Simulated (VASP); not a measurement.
Here is a VASP 6.6.1 calculation.

Contents of INCAR:

```
PREC = Accurate
ENCUT = 520
EDIFF = 1E-7
ISMEAR = 0
SIGMA = 0.05
LREAL = F
LASPH = T
NELM = 150
ALGO = Normal
ISIF = 2
LWAVE = F
LCHARG = T
ISPIN = 2
MAGMOM = 5 5 5 5 0 0 0 0 0 0
LORBIT = 11
LMAXMIX = 4
GGA = PE
LELF = T
LVHAR = T
NBANDS = 49
```

Contents of KPOINTS:

```
regular mesh
0
Gamma
  6 6 6
```

The input POSCAR:

```
Fe2O3
1.0
    2.3865028533      1.3778480648      4.4345385293
   -2.3865028533      1.3778480648      4.4345385293
    0.0000000000     -2.7556961296      4.4345385293
Fe O
4 6
Direct
    0.3454541915      0.3454541915      0.3454541915
    0.1545458085      0.1545458085      0.1545458085
    0.6545458085      0.6545458085      0.6545458085
    0.8454541915      0.8454541915      0.8454541915
    0.5632180992      0.9367819008      0.2500000000
    0.2500000000      0.5632180992      0.9367819008
    0.9367819008      0.2500000000      0.5632180992
    0.4367819008      0.0632180992      0.7500000000
    0.7500000000      0.4367819008      0.0632180992
    0.0632180992      0.7500000000      0.4367819008
```

Potentials or basis: VASP PAW PBE potentials, release 64 (Fe, O).

Launch:

```sh
$ cat potpaw_PBE.64/Fe/POTCAR potpaw_PBE.64/O/POTCAR > POTCAR
$ mpirun -np 1 vasp_std > vasp.out
```

Q: Estimate the site moments.

A: Fe +0.94; O +0.03 μB.

Q: Estimate the band gap on the k mesh.

A: Zero (filled and empty bands overlap).

Q: What does it give for the largest force?

A: 0.042 eV/Å.

Forces in eV/Å, atoms in the order of the input:
```
Fe   0.000  0.000  0.042
Fe   0.000  0.000 -0.042
Fe   0.000  0.000 -0.042
Fe   0.000  0.000  0.042
O    0.022  0.000  0.000
O   -0.011  0.019  0.000
O   -0.011 -0.019  0.000
O   -0.022  0.000  0.000
O    0.011 -0.019  0.000
O    0.011  0.019  0.000
```

Caveat: the moment fell far below its start of 5 μB, so a state of higher moment may lie lower in energy; semilocal functionals often make such compounds metallic where correlation or magnetic order opens a gap, which also shifts bond lengths; only a ferromagnetic start was run, and an antiferromagnetic order may lie lower in energy. With open d or f shells a metallic result of PBE can be an artefact of self-interaction; +U or a hybrid may open a gap.
